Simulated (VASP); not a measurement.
# Mg8HO8 (a cell with a defect) in VASP: further runs, part 2 of 2

VASP 6.6.1.

## (4) Single point, PBEsol

File INCAR:

```
SYSTEM = Mg8HO8
PREC = Accurate
ENCUT = 520
EDIFF = 1E-7
ISMEAR = -1
SIGMA = 0.02
LREAL = Auto
LASPH = .True.
NELM = 60
ALGO = Normal
ISIF = 2
LWAVE = .False.
LCHARG = .True.
GGA = PS
LELF = .True.
LVHAR = .True.
NBANDS = 46
NELECT = 64.0
```

File KPOINTS:

```
Automatic mesh
0
Gamma
  2 2 2
  0 0 0
```

File POSCAR:

```
Mg8HO8
1.0
    0.0000000000      3.9830000000      3.9830000000
    3.9830000000      0.0000000000      3.9830000000
    3.9830000000      3.9830000000      0.0000000000
Mg O H
8 8 1
Direct
   -0.0301657042      0.0651142355     -0.0695330153
   -0.0554356013      0.0220436857      0.5240773286
   -0.0047075069      0.4923550088     -0.0160557369
   -0.0161436103      0.5045945267      0.4744664826
    0.4722445393      0.0319984936     -0.0483680643
    0.5105699222     -0.0329651017      0.4481546573
    0.4716545318      0.5128546322     -0.0115741903
    0.4862666332      0.5021340698      0.4669846849
    0.2468491087      0.2381119759      0.2365302536
    0.2359904595      0.2585111725      0.7202485564
    0.2574064775      0.7629299523      0.2185664072
    0.2516193824      0.7482048707      0.7124278182
    0.7298518704      0.2381621893      0.2461963344
    0.6990208386      0.2673612855      0.7313080593
    0.7620010043      0.7714160181      0.2065654030
    0.7381872960      0.7373085614      0.7490584986
    1.0644363545      0.9220813457      0.2349108712
```

Command:

```sh
cat potpaw_PBE.64/Mg/POTCAR potpaw_PBE.64/O/POTCAR potpaw_PBE.64/H/POTCAR > POTCAR
mpirun -np 1 vasp_std > vasp.out
```

Run time: 81 s. Hardware: 1 thread of Intel Xeon 6975P-C (Granite Rapids), shared host; peak memory 0.26 GiB.

The run converged. Its results:

| Property | Result |
| --- | --- |
| Free energy | -103.2946 eV |
| Largest force | 4.282 eV/Å |

Forces on the atoms (eV/Å):
```
Mg  -1.704  0.368 -2.228
Mg  -1.648  1.394  0.502
Mg   0.857 -0.378  0.902
Mg   0.081  0.047 -0.035
Mg  -0.300  2.087 -0.660
Mg   4.239  0.602 -0.020
Mg  -1.438 -0.670 -0.018
Mg   0.983  0.479  0.313
O    0.886 -1.550 -0.463
O   -0.220 -1.009  0.168
O    1.149 -1.629 -1.244
O    1.441 -0.435 -0.741
O   -1.021  0.312  1.358
O    1.004  0.802  2.490
O   -3.005  0.080 -0.628
O   -0.561 -0.991  0.488
H   -0.743  0.490 -0.182
```

Levels at points of the mesh, in eV from the Fermi level:
```csv
k point,band 28,band 29,band 30,band 31,band 32,band 33,band 34,band 35,band 36,band 37
"(0.00, 0.00, 0.00)",-1.08,-1.06,-0.49,-0.47,-0.45,4.68,6.75,7.89,8.16,8.20
"(0.50, 0.00, 0.00)",-1.47,-1.01,-0.88,-0.81,-0.74,6.87,7.94,8.46,9.49,9.66
"(0.00, 0.50, 0.00)",-1.32,-1.10,-0.99,-0.76,-0.71,6.51,7.80,8.67,9.47,9.65
"(0.00, 0.00, 0.50)",-1.48,-1.12,-1.04,-0.70,-0.68,5.67,8.05,8.76,9.41,9.62
"(0.50, 0.50, 0.50)",-1.40,-1.21,-1.00,-0.74,-0.65,5.68,7.95,8.80,9.24,9.67
"(0.50, 0.50, 0.00)",-1.29,-1.23,-1.11,-1.04,-0.97,6.26,8.91,9.47,9.87,9.94
"(0.00, 0.50, 0.50)",-1.46,-1.37,-1.29,-0.90,-0.85,6.96,8.80,9.45,9.81,10.00
"(0.50, 0.00, 0.50)",-1.44,-1.39,-1.33,-0.93,-0.86,6.99,8.89,9.19,9.72,9.94
```

Caveat: the k points lie up to 0.68 Å⁻¹ apart; the cell carries a net charge on a neutralising background, which shifts energy and pressure; the cell is charged against a uniform background, so pressure and absolute levels hang on convention; the PAW data sets were made with another functional, which shifts forces and pressure a little.

## (5) Single point, PBEsol

File INCAR:

```
SYSTEM = Mg8HO8
PREC     = Accurate       ! precision mode
ENCUT    = 520            ! plane-wave cutoff, eV
EDIFF    = 1E-7           ! SCF threshold, eV
ISMEAR   = -1             ! smearing method
SIGMA    = 0.02           ! smearing width, eV
LREAL    = Auto         
LASPH    = .TRUE.         ! aspherical terms in the spheres
NELM     = 60             ! most SCF steps
ALGO     = Normal         ! electronic algorithm
ISIF     = 2              ! what is computed and relaxed
LWAVE    = .FALSE.        ! write WAVECAR
LCHARG   = .FALSE.        ! write CHGCAR
GGA      = PS             ! functional
NBANDS   = 46             ! bands
NELECT   = 64.0
```

File KPOINTS:

```
regular mesh
0
G
  2 2 2
  0 0 0
```

File POSCAR:

```
Mg8HO8
1.0
    0.0000000000      3.9830000000      3.9830000000
    3.9830000000      0.0000000000      3.9830000000
    3.9830000000      3.9830000000      0.0000000000
Mg O H
8 8 1
Direct
   -0.0126161185      0.0167336179     -0.0235626412
   -0.0077328647      0.0607582224      0.4507908612
   -0.0047326136      0.5009163947     -0.0486442380
   -0.0168591514      0.4930831032      0.4631056992
    0.4895430580      0.0032513181     -0.0194702486
    0.4850615114      0.0457946272      0.4557117750
    0.5028872709      0.4847602310     -0.0446648255
    0.4721943259      0.5054104946      0.4971754959
    0.2357519458      0.2669344715      0.2028370575
    0.2378860156      0.2436103440      0.7263369320
    0.2114612101      0.7552221943      0.2543936731
    0.2408862666      0.7273035400      0.7374968617
    0.7114988702      0.2835300025      0.2174742656
    0.7420537283      0.2126537786      0.7347727843
    0.7019332162      0.7599548079      0.2623399448
    0.7320863671      0.7628922922      0.7301029375
    0.9973889028      0.7765252322      0.4327893548
```

Potentials or basis: VASP PAW PBE potentials, release 64 (Mg, O, H).

Command:

```sh
cat potpaw_PBE.64/Mg/POTCAR potpaw_PBE.64/O/POTCAR potpaw_PBE.64/H/POTCAR > POTCAR
mpirun -np 1 vasp_std > vasp.out
```

OUTCAR:

```text
SYSTEM = Mg8HO8
   PREC = Accurate
   ENCUT = 520
   EDIFF = 1E-7
   ISMEAR = -1
   LREAL = Auto
   LASPH = .TRUE.
   NELM = 60
   ISIF = 2
   GGA = PS
   NELECT = 64.0

 ion  position               nearest neighbor table
   1  0.987  0.017  0.976-  10 1.90  14 1.96  11 2.01  13 2.03  12 2.11  15 2.16  17 2.24   3 2.68
                             7 2.69   6 2.77   4 2.79   5 2.80   2 2.82   5 2.83   2 2.83   4 2.85
   2  0.992  0.061  0.451-  17 1.64  14 1.78   9 1.80  11 2.03  13 2.06  12 2.17  16 2.23   4 2.44
                             3 2.66   8 2.73   5 2.74   6 2.75   1 2.82   1 2.83   6 2.89   5 2.92
[... 609 lines left out ...]
  in kB      405.7895823    300.7520706    425.4950172     12.8497587     -0.1710251     92.2813097
  external PRESSURE =     377.3455567 kB  Pullay stress =       0.0000000 kB

 VOLUME and BASIS-vectors are now :
 -----------------------------------------------------------------------------
  energy-cutoff  :      520.00
  volume of cell :      126.37
      direct lattice vectors                 reciprocal lattice vectors
     0.000000000  3.983000000  3.983000000    -0.125533517  0.125533517  0.125533517
     3.983000000  0.000000000  3.983000000     0.125533517 -0.125533517  0.125533517
     3.983000000  3.983000000  0.000000000     0.125533517  0.125533517 -0.125533517

 POSITION                                       TOTAL-FORCE (eV/Angst)
 -----------------------------------------------------------------------------------
      3.95580      7.82190      3.99940        -1.572141     -0.372710     -1.747762
      2.03750      5.74770      4.19420        -0.605109      1.023460     -2.229928
      5.78440      7.75340      5.95930         2.145422     -0.321644     -0.200042
      3.80850      5.76040      5.87980        -0.442558      0.118422     -2.349619
      3.91840      5.85530      1.96280        -0.808765      0.393867     -1.029379
      1.99750      3.74710      2.11440        -1.195206      1.333691     -2.695533
[... 9 lines left out ...]
      5.94660      5.82390      5.95450        -2.294233     -0.751397      0.783405
      4.81670      5.69640      7.06550         0.018192      0.385193      1.186669
 -----------------------------------------------------------------------------------
    total drift:                               -0.006426     -0.016601      0.006310

  FREE ENERGIE OF THE ION-ELECTRON SYSTEM (eV)
  ---------------------------------------------------
  free  energy   TOTEN  =      -102.9004824527 eV

  energy  without entropy=     -102.9004824527  energy(sigma->0) =     -102.90048245
```

OSZICAR:

```text
N       E                     dE             d eps       ncg     rms          rms(c)
DAV:   1     0.306882586432E+03    0.30688E+03   -0.33382E+04   776   0.131E+03
DAV:   2    -0.959159996124E+02   -0.40280E+03   -0.39106E+03   944   0.288E+02
DAV:   3    -0.114153990409E+03   -0.18238E+02   -0.18161E+02   896   0.621E+01
DAV:   4    -0.114268705981E+03   -0.11472E+00   -0.11462E+00   888   0.557E+00
DAV:   5    -0.114269388453E+03   -0.68247E-03   -0.68242E-03   846   0.428E-01    0.194E+01
DAV:   6    -0.103227763855E+03    0.11042E+02   -0.36183E+01   870   0.291E+01    0.574E+00
DAV:   7    -0.103037857015E+03    0.18991E+00   -0.13903E+00   880   0.554E+00    0.386E+00
DAV:   8    -0.102915012768E+03    0.12284E+00   -0.27774E-01   896   0.343E+00    0.811E-01
DAV:   9    -0.102900714186E+03    0.14299E-01   -0.33257E-02   936   0.113E+00    0.290E-01
DAV:  10    -0.102900495367E+03    0.21882E-03   -0.12466E-02   848   0.585E-01    0.116E-01
DAV:  11    -0.102900463341E+03    0.32026E-04   -0.48953E-04   968   0.157E-01    0.454E-02
DAV:  12    -0.102900486548E+03   -0.23206E-04   -0.15310E-04   872   0.660E-02    0.159E-02
DAV:  13    -0.102900482886E+03    0.36614E-05   -0.19784E-05   888   0.331E-02    0.746E-03
DAV:  14    -0.102900483182E+03   -0.29558E-06   -0.12983E-05   888   0.189E-02    0.623E-03
DAV:  15    -0.102900482504E+03    0.67829E-06   -0.14656E-06   880   0.887E-03    0.201E-03
DAV:  16    -0.102900482453E+03    0.50803E-07   -0.62623E-07   840   0.415E-03
   1 F= -.10290048E+03 E0= -.10290048E+03  d E =-.107839E-10
```

Wall time 77 s (1 thread of Intel Xeon 6975P-C (Granite Rapids), shared host); peak memory 0.26 GiB.

What came out:

```
Free energy   : -102.9005 eV
Largest force : 3.655 eV/Å
```

Forces in eV/Å, atoms in the order of the input:
```
Mg  -1.572 -0.373 -1.748
Mg  -0.605  1.023 -2.230
Mg   2.145 -0.322 -0.200
Mg  -0.443  0.118 -2.350
Mg  -0.809  0.394 -1.029
Mg  -1.195  1.334 -2.696
Mg   1.110 -0.898  0.891
Mg  -1.323 -0.075  0.677
O    0.569  0.664  0.669
O    0.502 -0.680  0.024
O    1.180 -0.932 -0.910
O    2.359 -1.128  1.582
O   -0.647  1.564  1.338
O    2.604 -0.390  2.535
O   -1.601  0.066  1.476
O   -2.294 -0.751  0.783
H    0.018  0.385  1.187
```

Levels at points of the mesh, in eV from the Fermi level:
| k point | band 28 | band 29 | band 30 | band 31 | band 32 | band 33 | band 34 | band 35 | band 36 | band 37 |
| --- | --- | --- | --- | --- | --- | --- | --- | --- | --- | --- |
| (0.00, 0.00, 0.00) | -1.47 | -1.31 | -0.74 | -0.66 | -0.46 | 4.50 | 6.36 | 7.57 | 7.78 | 7.87 |
| (0.50, 0.00, 0.00) | -1.77 | -1.30 | -1.17 | -0.97 | -0.88 | 6.78 | 7.58 | 8.09 | 9.10 | 9.32 |
| (0.00, 0.50, 0.00) | -1.69 | -1.65 | -1.51 | -0.89 | -0.59 | 5.47 | 7.55 | 8.76 | 9.09 | 9.28 |
| (0.00, 0.00, 0.50) | -1.77 | -1.43 | -1.16 | -1.04 | -0.85 | 6.58 | 7.63 | 8.11 | 9.14 | 9.32 |
| (0.50, 0.50, 0.50) | -1.75 | -1.61 | -1.44 | -0.98 | -0.57 | 5.40 | 7.74 | 8.25 | 9.13 | 9.29 |
| (0.50, 0.50, 0.00) | -1.74 | -1.67 | -1.38 | -1.29 | -1.05 | 6.96 | 8.46 | 9.30 | 9.65 | 9.80 |
| (0.00, 0.50, 0.50) | -1.88 | -1.67 | -1.40 | -1.18 | -1.02 | 6.95 | 8.62 | 8.96 | 9.50 | 9.54 |
| (0.50, 0.00, 0.50) | -1.96 | -1.51 | -1.37 | -1.32 | -0.66 | 5.99 | 8.72 | 8.93 | 9.36 | 9.60 |

Caveat: the k points lie up to 0.68 Å⁻¹ apart; the cell carries a net charge on a neutralising background, which shifts energy and pressure; the cell is charged against a uniform background, so pressure and absolute levels hang on convention; the PAW data sets were made with another functional, which shifts forces and pressure a little.
